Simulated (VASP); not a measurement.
Wanted: the native input for a VASP 6.6.1 run.

```
Task                   : single point
Functional             : PBEsol
Dispersion             : D4
Potentials or basis    : VASP PAW PBE potentials, release 64 (Pb_d, Te)
Cutoff                 : 520 eV
k mesh                 : 7 × 7 × 7
Occupations            : fermi-dirac, width 0.05 eV
Spin                   : no spin polarisation
Dipole correction      : no
Further INCAR settings : ALGO = Normal; EDIFF = 1e-06; NBANDS = 17
```

The structure of TePb lies in POSCAR:

```
TePb
1.0
    0.0000000000      3.1950405911      3.1950405911
    3.1950405911      0.0000000000      3.1950405911
    3.1950405911      3.1950405911      0.0000000000
Pb Te
1 1
Direct
    0.0000000000      0.0000000000      0.0000000000
    0.5000000000      0.5000000000      0.5000000000
```

These files were run (other wordings do the same):

INCAR

```
  ALGO = Normal
  EDIFF = 1E-6
  ENCUT = 520
  GGA = PS
  ISIF = 2
  ISMEAR = -1
  IVDW = 13
  LASPH = T
  LCHARG = F
  LREAL = F
  LWAVE = F
  NBANDS = 17
  NELM = 100
  PREC = Accurate
  SIGMA = 0.05
```

KPOINTS

```
k-points
0
Gamma
  7 7 7
```

Potentials or basis: VASP PAW PBE potentials, release 64 (Pb_d, Te).

Run with:

```bash
$ cat potpaw_PBE.64/Pb_d/POTCAR potpaw_PBE.64/Te/POTCAR > POTCAR
$ mpirun -np 1 vasp_std > vasp.out
```

Results of the run:

```yaml
Pressure: -0.1 GPa
Dispersion_energy_per_atom: -0.261 eV
```

Caveat: the PAW data sets were made with another functional, which shifts forces and pressure a little.

Wall time 52 s on 1 thread of Intel Xeon 8259CL, on a shared host, peak memory 0.21 GiB.
